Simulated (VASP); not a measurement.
# Na2S (Fm-3m) in VASP: notebook, part 2 of 3

VASP 6.6.1. The steps go on from the part before.

### 3 Single point, PBEsol

This run uses another cell than the first one, of 18.50 Å³/atom, 1.067 times its volume.

File INCAR:

```
SYSTEM = Na2S
  ALGO = Normal
  EDIFF = 1E-6
  ENCUT = 500
  GGA = PS
  GGA_COMPAT = .FALSE.
  ISIF = 2
  ISMEAR = 0
  LASPH = .TRUE.
  LCHARG = .FALSE.
  LREAL = .FALSE.
  LWAVE = .FALSE.
  NBANDS = 17
  NELM = 120
  PREC = Accurate
  SIGMA = 0.01
```

File KPOINTS:

```
k-points
0
G
  6 6 6
  0 0 0
```

File POSCAR:

```
Na2S
1.0
    0.0000000000      3.0273672604      3.0273672604
    3.0273672604      0.0000000000      3.0273672604
    3.0273672604      3.0273672604      0.0000000000
Na S
2 1
Direct
    0.2500000000      0.2500000000      0.2500000000
    0.7500000000      0.7500000000      0.7500000000
    0.0000000000      0.0000000000      0.0000000000
```

Potentials or basis: VASP PAW PBE potentials, release 64 (Na_pv, S).

Command:

```
> cat potpaw_PBE.64/Na_pv/POTCAR potpaw_PBE.64/S/POTCAR > POTCAR
> mpirun -np 1 vasp_std > vasp.out
```

OUTCAR:

```text
SYSTEM = Na2S
   EDIFF = 1E-6
   ENCUT = 500
   GGA = PS
   ISIF = 2
   ISMEAR = 0
   LASPH = .TRUE.
   LREAL = .FALSE.
   NELM = 120
   PREC = Accurate

 ion  position               nearest neighbor table
   1  0.250  0.250  0.250-   3 2.62   3 2.62   3 2.62   3 2.62
   2  0.750  0.750  0.750-   3 2.62   3 2.62   3 2.62   3 2.62
   3  0.000  0.000  0.000-   2 2.62   2 2.62   2 2.62   1 2.62   2 2.62   1 2.62   1 2.62   1 2.62

  LATTYP: Found a face centered cubic cell.
 ALAT       =     6.0547345208

  Lattice vectors:

 A1 = (   0.0000000000,   3.0273672604,   3.0273672604)
 A2 = (   3.0273672604,   0.0000000000,   3.0273672604)
 A3 = (   3.0273672604,   3.0273672604,   0.0000000000)

Analysis of symmetry for initial positions (statically):
=====================================================================
 Subroutine PRICEL returns:
 Original cell was already a primitive cell.

 Routine SETGRP: Setting up the symmetry group for a
 face centered cubic supercell.

 Subroutine GETGRP returns: Found 48 space group operations
 (whereof 48 operations were pure point group operations)
 out of a pool of 48 trial point group operations.

The static configuration has the point symmetry O_h .

Analysis of symmetry for dynamics (positions and initial velocities):
=====================================================================
 Subroutine PRICEL returns:
 Original cell was already a primitive cell.

 Routine SETGRP: Setting up the symmetry group for a
 face centered cubic supercell.

 Subroutine GETGRP returns: Found 48 space group operations
 (whereof 48 operations were pure point group operations)
 out of a pool of 48 trial point group operations.

The dynamic configuration has the point symmetry O_h .

 Subroutine INISYM returns: Found 48 space group operations
 (whereof 48 operations are pure point group operations),
 and found     1 'primitive' translations

----------------------------------------------------------------------------------------

[... 105 lines left out ...]
     AMIX_MAG =   1.60;   BMIX_MAG =  1.00
  volume/ion in A,a.u.               =      18.50       124.82
  Fermi-wavevector in a.u.,A,eV,Ry     =   1.165046  2.201618 18.467624  1.357332
  Thomas-Fermi vector in A             =   2.301577
   LORBIT       =      0    0 simple, 1 ext, 2 COOP (PROOUT), +10 PAW based schemes
   GGA     = PS    functional components
   LHFCALC =     F    Hartree Fock is set to
   AEXX    =    0.0000 exact exchange contribution
   IVDW    =     0    specifies the selected vdW correction
   LEPSILON=     F    determine dielectric tensor
   LRPA    =     F    only Hartree local field effects (RPA)
 non-spin polarized calculation
 Gauss-broadening in eV      SIGMA  =   0.01
  energy-cutoff  :      500.00
  volume of cell :       55.49
 maximum number of plane-waves:      1420
   NGX = 15   NGY = 15   NGZ = 15

 number of electron      19.9999988 magnetization

 Free energy of the ion-electron system (eV)
  ---------------------------------------------------
  ext. energy  EPLUGINS =         0.00000000
  ---------------------------------------------------
  free energy    TOTEN  =       -10.02207195 eV

  energy without entropy =      -10.02207195  energy(sigma->0) =      -10.02207195

 E-fermi :   1.3024     XC(G=0):  -8.8831

 val. band max:        1.2602464324   @ k =   0.0000   0.0000   0.0000
 cond. band min:       4.4530318608   @ k =   0.0000   0.0000   0.0000
 fundamental gap:      3.1927854285
 Fermi energy:         1.3023537085

 k-point     1 :       0.0000    0.0000    0.0000
  band No.  band energies     occupation
      1     -20.4174      2.00000
      2     -20.4174      2.00000
      3     -20.4174      2.00000
      4     -20.3050      2.00000
      5     -20.3050      2.00000
      6     -20.3050      2.00000
[... 297 lines left out ...]
      4     -20.3281      2.00000
      5     -20.2846      2.00000
      6     -20.2771      2.00000
[... 9 lines left out ...]
     16      13.7574      0.00000
     17      14.6515      0.00000

------------------------ aborting loop because EDIFF is reached ----------------------------------------

  FORCE on cell =-STRESS in cart. coord.  units (eV):
  Direction    XX          YY          ZZ          XY          YZ          ZX
  --------------------------------------------------------------------------------------
  -------------------------------------------------------------------------------------
  Total        3.5183598      3.5183598      3.5183598      0.0000000     -0.0000000      0.0000000
  in kB      101.5840472    101.5840472    101.5840472      0.0000000     -0.0000000      0.0000000
  external PRESSURE =     101.5840472 kB  Pullay stress =       0.0000000 kB

 VOLUME and BASIS-vectors are now :
 -----------------------------------------------------------------------------
  energy-cutoff  :      500.00
  volume of cell :       55.49
      direct lattice vectors                 reciprocal lattice vectors
     0.000000000  3.027367260  3.027367260    -0.165160008  0.165160008  0.165160008
     3.027367260  0.000000000  3.027367260     0.165160008 -0.165160008  0.165160008
     3.027367260  3.027367260  0.000000000     0.165160008  0.165160008 -0.165160008

 POSITION                                       TOTAL-FORCE (eV/Angst)
 -----------------------------------------------------------------------------------
      1.51368      1.51368      1.51368        -0.000000     -0.000000     -0.000000
      4.54105      4.54105      4.54105         0.000000      0.000000      0.000000
      0.00000      0.00000      0.00000         0.000000      0.000000     -0.000000
 -----------------------------------------------------------------------------------
    total drift:                               -0.000000     -0.000000      0.000000

  FREE ENERGIE OF THE ION-ELECTRON SYSTEM (eV)
  ---------------------------------------------------
  free  energy   TOTEN  =       -10.0220719543 eV

  energy  without entropy=      -10.0220719543  energy(sigma->0) =      -10.02207195
```

OSZICAR:

```text
N       E                     dE             d eps       ncg     rms          rms(c)
DAV:   1     0.149435049601E+03    0.14944E+03   -0.10267E+04   544   0.126E+03
DAV:   2    -0.877066772663E+00   -0.15031E+03   -0.14474E+03   608   0.331E+02
DAV:   3    -0.106583644505E+02   -0.97813E+01   -0.97345E+01   658   0.849E+01
DAV:   4    -0.108159576841E+02   -0.15759E+00   -0.15745E+00   682   0.116E+01
DAV:   5    -0.108191118100E+02   -0.31541E-02   -0.31529E-02   664   0.161E+00    0.377E+00
DAV:   6    -0.100911244958E+02    0.72799E+00   -0.12933E+00   762   0.698E+00    0.307E+00
DAV:   7    -0.100217324732E+02    0.69392E-01   -0.25451E-01   743   0.255E+00    0.192E+00
DAV:   8    -0.100217458273E+02   -0.13354E-04   -0.13473E-02   583   0.115E+00    0.355E-01
DAV:   9    -0.100216973586E+02    0.48469E-04   -0.20865E-03   712   0.428E-01    0.150E-01
DAV:  10    -0.100220761233E+02   -0.37876E-03   -0.40181E-04   579   0.139E-01    0.903E-02
DAV:  11    -0.100220692049E+02    0.69184E-05   -0.72102E-05   747   0.984E-02    0.214E-02
DAV:  12    -0.100220727043E+02   -0.34994E-05   -0.16934E-05   605   0.186E-02    0.205E-02
DAV:  13    -0.100220719543E+02    0.75005E-06   -0.11467E-06   516   0.558E-03
   1 F= -.10022072E+02 E0= -.10022072E+02  d E =-.156280E-11
```

Run time: 5 s. Hardware: 1 thread of Intel Xeon 6975P-C (Granite Rapids), shared host; peak memory 0.16 GiB.

What came out:

```yaml
Free_energy: -10.0221 eV
Pressure: 10.2 GPa
Band_gap_on_the_k_mesh: 3.19 eV, direct
```

Levels at points of the mesh, in eV from the valence-band top:
```csv
k point,band 7,band 8,band 9,band 10,band 11,band 12,band 13,band 14
"(0.00, 0.00, 0.00)",-10.52,0.00,0.00,0.00,3.19,8.47,8.47,8.47
"(0.50, 0.00, 0.00)",-10.06,-2.11,-0.14,-0.14,5.71,7.24,7.55,7.55
"(0.50, 0.50, 0.00)",-9.91,-1.87,-0.54,-0.54,3.73,6.62,10.41,11.24
```

Caveat: the PAW data sets were made with another functional, which shifts forces and pressure a little.

### 4 Single point, PBEsol

This run uses another cell than the first one, of 19.40 Å³/atom, 1.119 times its volume.

File INCAR:

```
SYSTEM = Na2S
PREC = Accurate
ENCUT = 500
EDIFF = 1E-6
ISMEAR = 0
SIGMA = 0.01
LREAL = .False.
LASPH = .True.
NELM = 120
ALGO = Normal
ISIF = 2
LWAVE = .False.
LCHARG = .True.
GGA = PS
LELF = .True.
LVHAR = .True.
NBANDS = 17
GGA_COMPAT = .False.
```

File KPOINTS:

```
Automatic mesh
0
Gamma
  6 6 6
  0 0 0
```

File POSCAR:

```
Na2S
1.0
    0.0000000000      3.0759749212      3.0759749212
    3.0759749212      0.0000000000      3.0759749212
    3.0759749212      3.0759749212      0.0000000000
Na S
2 1
Direct
    0.2500000000      0.2500000000      0.2500000000
    0.7500000000      0.7500000000      0.7500000000
    0.0000000000      0.0000000000      0.0000000000
```

Potentials or basis: VASP PAW PBE potentials, release 64 (Na_pv, S).

Command:

```
> cat potpaw_PBE.64/Na_pv/POTCAR potpaw_PBE.64/S/POTCAR > POTCAR
> mpirun -np 1 vasp_std > vasp.out
```

OUTCAR:

```text
SYSTEM = Na2S
   PREC = Accurate
   ENCUT = 500
   EDIFF = 1E-6
   ISMEAR = 0
   LREAL = .False.
   LASPH = .True.
   NELM = 120
   ISIF = 2
   GGA = PS

 ion  position               nearest neighbor table
   1  0.250  0.250  0.250-   3 2.66   3 2.66   3 2.66   3 2.66
   2  0.750  0.750  0.750-   3 2.66   3 2.66   3 2.66   3 2.66
   3  0.000  0.000  0.000-   2 2.66   2 2.66   2 2.66   1 2.66   2 2.66   1 2.66   1 2.66   1 2.66

  LATTYP: Found a face centered cubic cell.
 ALAT       =     6.1519498424

  Lattice vectors:

 A1 = (   0.0000000000,   3.0759749212,   3.0759749212)
 A2 = (   3.0759749212,   0.0000000000,   3.0759749212)
 A3 = (   3.0759749212,   3.0759749212,   0.0000000000)

Analysis of symmetry for initial positions (statically):
=====================================================================
 Subroutine PRICEL returns:
 Original cell was already a primitive cell.

 Routine SETGRP: Setting up the symmetry group for a
 face centered cubic supercell.

 Subroutine GETGRP returns: Found 48 space group operations
 (whereof 48 operations were pure point group operations)
 out of a pool of 48 trial point group operations.

The static configuration has the point symmetry O_h .

Analysis of symmetry for dynamics (positions and initial velocities):
=====================================================================
 Subroutine PRICEL returns:
 Original cell was already a primitive cell.

 Routine SETGRP: Setting up the symmetry group for a
 face centered cubic supercell.

 Subroutine GETGRP returns: Found 48 space group operations
 (whereof 48 operations were pure point group operations)
 out of a pool of 48 trial point group operations.

The dynamic configuration has the point symmetry O_h .

 Subroutine INISYM returns: Found 48 space group operations
 (whereof 48 operations are pure point group operations),
 and found     1 'primitive' translations

----------------------------------------------------------------------------------------

[... 105 lines left out ...]
     AMIX_MAG =   1.60;   BMIX_MAG =  1.00
  volume/ion in A,a.u.               =      19.40       130.93
  Fermi-wavevector in a.u.,A,eV,Ry     =   1.146635  2.166827 17.888571  1.314773
  Thomas-Fermi vector in A             =   2.283319
   LORBIT       =      0    0 simple, 1 ext, 2 COOP (PROOUT), +10 PAW based schemes
   GGA     = PS    functional components
   LHFCALC =     F    Hartree Fock is set to
   AEXX    =    0.0000 exact exchange contribution
   IVDW    =     0    specifies the selected vdW correction
   LEPSILON=     F    determine dielectric tensor
   LRPA    =     F    only Hartree local field effects (RPA)
 non-spin polarized calculation
 Gauss-broadening in eV      SIGMA  =   0.01
  energy-cutoff  :      500.00
  volume of cell :       58.21
 maximum number of plane-waves:      1492
   NGX = 15   NGY = 15   NGZ = 15

 number of electron      19.9999990 magnetization

 Free energy of the ion-electron system (eV)
  ---------------------------------------------------
  ext. energy  EPLUGINS =         0.00000000
  ---------------------------------------------------
  free energy    TOTEN  =       -10.16864274 eV

  energy without entropy =      -10.16864274  energy(sigma->0) =      -10.16864274

 E-fermi :   1.1497     XC(G=0):  -8.6838

 val. band max:        0.9941099169   @ k =   0.0000   0.0000   0.0000
 cond. band min:       3.9994999399   @ k =   0.0000   0.0000   0.0000
 fundamental gap:      3.0053900230
 Fermi energy:         1.1497232377

 k-point     1 :       0.0000    0.0000    0.0000
  band No.  band energies     occupation
      1     -20.7473      2.00000
      2     -20.7473      2.00000
      3     -20.7473      2.00000
      4     -20.6498      2.00000
      5     -20.6498      2.00000
      6     -20.6498      2.00000
[... 297 lines left out ...]
      4     -20.6698      2.00000
      5     -20.6325      2.00000
      6     -20.6261      2.00000
[... 9 lines left out ...]
     16      13.1796      0.00000
     17      14.1119      0.00000

------------------------ aborting loop because EDIFF is reached ----------------------------------------

  FORCE on cell =-STRESS in cart. coord.  units (eV):
  Direction    XX          YY          ZZ          XY          YZ          ZX
  --------------------------------------------------------------------------------------
  -------------------------------------------------------------------------------------
  Total        2.5866533      2.5866533      2.5866533     -0.0000000     -0.0000000      0.0000000
  in kB       71.1984329     71.1984329     71.1984329     -0.0000000     -0.0000000      0.0000000
  external PRESSURE =      71.1984329 kB  Pullay stress =       0.0000000 kB

 VOLUME and BASIS-vectors are now :
 -----------------------------------------------------------------------------
  energy-cutoff  :      500.00
  volume of cell :       58.21
      direct lattice vectors                 reciprocal lattice vectors
     0.000000000  3.075974921  3.075974921    -0.162550090  0.162550090  0.162550090
     3.075974921  0.000000000  3.075974921     0.162550090 -0.162550090  0.162550090
     3.075974921  3.075974921  0.000000000     0.162550090  0.162550090 -0.162550090

 POSITION                                       TOTAL-FORCE (eV/Angst)
 -----------------------------------------------------------------------------------
      1.53799      1.53799      1.53799        -0.000000     -0.000000     -0.000000
      4.61396      4.61396      4.61396         0.000000      0.000000      0.000000
      0.00000      0.00000      0.00000         0.000000      0.000000     -0.000000
 -----------------------------------------------------------------------------------
    total drift:                               -0.000000     -0.000000      0.000000

  FREE ENERGIE OF THE ION-ELECTRON SYSTEM (eV)
  ---------------------------------------------------
  free  energy   TOTEN  =       -10.1686427399 eV

  energy  without entropy=      -10.1686427399  energy(sigma->0) =      -10.16864274
```

OSZICAR:

```text
N       E                     dE             d eps       ncg     rms          rms(c)
DAV:   1     0.150298354334E+03    0.15030E+03   -0.10457E+04   544   0.124E+03
DAV:   2    -0.286881272120E+00   -0.15059E+03   -0.14611E+03   584   0.326E+02
DAV:   3    -0.107617586734E+02   -0.10475E+02   -0.10413E+02   667   0.863E+01
DAV:   4    -0.109497300500E+02   -0.18797E+00   -0.18769E+00   683   0.124E+01
DAV:   5    -0.109532860632E+02   -0.35560E-02   -0.35555E-02   682   0.166E+00    0.367E+00
DAV:   6    -0.102330968495E+02    0.72019E+00   -0.13084E+00   763   0.674E+00    0.293E+00
DAV:   7    -0.101679190814E+02    0.65178E-01   -0.24281E-01   747   0.241E+00    0.184E+00
DAV:   8    -0.101682665476E+02   -0.34747E-03   -0.13925E-02   564   0.112E+00    0.394E-01
DAV:   9    -0.101681690212E+02    0.97526E-04   -0.19924E-03   704   0.385E-01    0.167E-01
DAV:  10    -0.101686465406E+02   -0.47752E-03   -0.50460E-04   582   0.143E-01    0.949E-02
DAV:  11    -0.101686384515E+02    0.80890E-05   -0.61533E-05   713   0.842E-02    0.121E-02
DAV:  12    -0.101686436079E+02   -0.51563E-05   -0.15489E-05   565   0.188E-02    0.196E-02
DAV:  13    -0.101686427399E+02    0.86797E-06   -0.13932E-06   550   0.579E-03
   1 F= -.10168643E+02 E0= -.10168643E+02  d E =-.533706-109
```

stdout:

```text
POSCAR found type information on POSCAR NaS
 POSCAR found :  2 types and       3 ions
 scaLAPACK will be used
 -----------------------------------------------------------------------------
|                                                                             |
|                                                                             |
|     You enforced a specific xc type in the INCAR file but a different       |
|     I HOPE YOU KNOW WHAT YOU ARE DOING!                                     |
|                                                                             |
 -----------------------------------------------------------------------------

 LDA part: xc-table for (Slater+PW92), standard interpolation
 POSCAR, INCAR and KPOINTS ok, starting setup
 FFT: planning ... GRIDC
 FFT: planning ... GRID_SOFT
 FFT: planning ... GRID
 WAVECAR not read
 entering main loop
```

Run time: 5.4 s. Hardware: 1 thread of Intel Xeon 6975P-C (Granite Rapids), shared host; peak memory 0.16 GiB.

Results:

```yaml
Free_energy: -10.1686 eV
Pressure: 7.1 GPa
Band_gap_on_the_k_mesh: 3.01 eV, direct
```

Caveat: the PAW data sets were made with another functional, which shifts forces and pressure a little. Expect the measured gap to be larger: semilocal functionals such as PBEsol lack the derivative discontinuity.

[end of part 2 of 3]
